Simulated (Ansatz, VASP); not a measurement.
CdSe: VASP beside Ansatz

```xyz
2
Lattice="0.0000 3.0054 3.1852 3.0054 0.0000 3.1852 3.0054 3.0054 0.0000" Properties=species:S:1:pos:R:3 pbc="T T T"
Cd    0.0000    0.0000    0.0000
Se    1.5027    1.5027    1.5926
```

Change from the starting cell: strained cell.

Alike in both runs: functional PBE; k mesh 8 × 8 × 8; occupations gaussian, width 0.02 eV; no spin polarisation.

Ansatz relaxed the structure, and its values are those at the end. VASP's run is a single point on that final structure, the one shown.

|  | VASP | Ansatz |
| --- | --- | --- |
| version | VASP 6.6.1 | Ansatz 0.2.0 |
| potentials or method | VASP PAW PBE potentials, release 64 (Cd, Se), cutoff 500 eV | scalar-relativistic, plane waves, PAW |
| valence electrons in the cell | 18 | 36 |

```csv
,VASP,Ansatz,Ansatz less VASP
gap on the k mesh at the Fermi level (eV),0.49,0.49,0.000
least direct gap on the mesh (eV),0.49,0.49,0.000
pressure (GPa),1.8,1.5,-0.29
```

VASP's potentials hold 18 valence electrons a cell and Ansatz's 36, so a difference there can come from the potentials and not from the codes. Ansatz's warnings: stress scf threshold loose.
